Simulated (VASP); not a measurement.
A run of VASP 6.6.1 is set up as follows.

The input POSCAR:

```
GaN
1.0
    3.1481827908      0.0000000000      0.0000000000
   -1.5740913954      2.7264062726      0.0000000000
    0.0000000000      0.0000000000      5.1267502129
Ga N
2 2
Direct
    0.3333333333      0.6666666667     -0.0008415289
    0.6666666667      0.3333333333      0.4991584711
    0.3333333333      0.6666666667      0.3758415289
    0.6666666667      0.3333333333      0.8758415289
```

File INCAR.step1:

```
SYSTEM = GaN
PREC = Accurate
ENCUT = 520
ISMEAR = 0
SIGMA = 0.01
LREAL = .FALSE.
LASPH = .TRUE.
NELM = 60
NBANDS = 26
GGA = PE
ALGO = Normal
EDIFF = 1E-4
LWAVE = .TRUE.
LCHARG = .FALSE.
```

Contents of INCAR.step2:

```
SYSTEM = GaN
PREC = Accurate
ENCUT = 520
EDIFF = 1E-7
ISMEAR = 0
SIGMA = 0.01
LREAL = .FALSE.
LASPH = .TRUE.
NELM = 60
ALGO = Normal
ISIF = 2
LWAVE = .FALSE.
LCHARG = .FALSE.
METAGGA = R2SCAN
LMIXTAU = .TRUE.
NBANDS = 26
ISTART = 1
```

The input KPOINTS:

```
Automatic mesh
0
G
  8 8 4
  0 0 0
```

Potentials or basis: VASP PAW PBE potentials, release 64 (Ga_d, N).

The run is started by

```sh
$ cat potpaw_PBE.64/Ga_d/POTCAR potpaw_PBE.64/N/POTCAR > POTCAR
$ cp INCAR.step1 INCAR
$ mpirun -np 1 vasp_std > vasp.out
$ cp INCAR.step2 INCAR
$ mpirun -np 1 vasp_std > vasp.out
```

(1) Estimate the largest force.

(2) What does it give for the band gap on the k mesh?

(3) Predict the pressure.

Results:

(1) 0.005 eV/Å.

(2) 2.57 eV, direct.

(3) 8.2 GPa.

Caveat: the PAW data sets were made with another functional, which shifts forces and pressure a little.
